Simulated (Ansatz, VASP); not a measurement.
**Two plane-wave programs on Pt**

File POSCAR:

```
Pt
1.0
   -1.5604567000      1.5604567000      1.6317466000
    1.5604567000     -1.5604567000      1.6317466000
    1.5604567000      1.5604567000     -1.6317466000
Pt
1
Direct
    0.0000000000      0.0000000000      0.0000000000
```

INCAR.step1

```
  ALGO = Normal
  EDIFF = 1E-4
  ENCUT = 520
  GGA = PE
  ISMEAR = 0
  LASPH = True
  LCHARG = False
  LREAL = False
  LWAVE = True
  NBANDS = 11
  NELM = 100
  PREC = Accurate
  SIGMA = 0.15
```

INCAR.step2

```
  ALGO = Normal
  EDIFF = 1E-6
  ENCUT = 520
  ISIF = 2
  ISMEAR = 0
  ISTART = 1
  LASPH = True
  LCHARG = False
  LMIXTAU = True
  LREAL = False
  LWAVE = False
  METAGGA = R2SCAN
  NBANDS = 11
  NELM = 100
  PREC = Accurate
  SIGMA = 0.15
```

The input KPOINTS:

```
k-points
0
Gamma
  22 22 22
```

Input for Ansatz:

```yaml
crystal:
  lattice:
    - [-1.5604567, 1.5604567, 1.6317466]
    - [1.5604567, -1.5604567, 1.6317466]
    - [1.5604567, 1.5604567, -1.6317466]
  atoms:
    - { symbol: Pt, position: [0.0, 0.0, 0.0] }
basis:
  ecutwfc: 500
kpoints:
  mp_grid: { grid: [22, 22, 22] }
hamiltonian:
  xc: r2scan
scf:
  occupations: { method: gaussian, width: 0.15 }
output:
  forces: true
  stress: true
  eigenvalues: true
```

Change from the starting cell: strain -0.015 along x and y, +0.030 along z, atoms carried along.

Alike in both runs: task single point; functional r2SCAN; k mesh 22 × 22 × 22; occupations gaussian, width 0.15 eV; no spin polarisation.

```csv
,VASP,Ansatz
version,VASP 6.6.1,Ansatz 0.2.0
potentials or method,"VASP PAW PBE potentials, release 64 (Pt), cutoff 520 eV","scalar-relativistic, plane waves, PAW"
valence electrons in the cell,10,18
```

|  | VASP | Ansatz | Ansatz less VASP |
| --- | --- | --- | --- |
| gap on the k mesh at the Fermi level (eV) | none | none | - |
| pressure (GPa) | -6.0 | -6.5 | -0.53 |
| traceless stress, the component that is largest in VASP (GPa) | 2.29 | 2.27 | -0.028 |

VASP's potentials were made for PBE, not for r2SCAN. A gap of «none» marks a metal or a gap that the smearing closes. VASP's potentials hold 10 valence electrons a cell and Ansatz's 18, so a difference there can come from the potentials and not from the codes.

Spin-orbit coupling is off throughout.
